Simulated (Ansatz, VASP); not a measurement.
Two plane-wave programs on Mg2As

```xyz
3
Lattice="4.8043 0.0000 0.0000 -2.4021 4.1606 0.0000 0.0000 0.0000 3.1419" Properties=species:S:1:pos:R:3 pbc="T T T"
Mg    0.0000    2.7738    1.5709
Mg    2.4021    1.3869    1.5709
As    0.0000    0.0000    0.0000
```

Alike in both runs: functional PBE; k mesh 6 × 6 × 4; occupations gaussian, width 0.1 eV; no spin polarisation.

Ansatz relaxed the structure, and its values are those at the end. VASP's run is a single point on that final structure, the one shown.

|  | VASP | Ansatz |
| --- | --- | --- |
| version | VASP 6.6.1 | Ansatz 0.2.0 |
| potentials or method | VASP PAW PBE potentials, release 64 (Mg, As), cutoff 520 eV | scalar-relativistic, plane waves, PAW |
| valence electrons in the cell | 9 | 35 |

VASP gave:

* gap on the k mesh at the Fermi level (eV): none
* pressure (GPa): 0.0

Estimate Ansatz's values.

gap on the k mesh at the Fermi level (eV): none; pressure (GPa): 0.1.

A gap of «none» marks a metal or a gap that the smearing closes. VASP's potentials hold 9 valence electrons a cell and Ansatz's 35, so a difference there can come from the potentials and not from the codes.

The k mesh is coarse, so the values compare programs but aren't converged.
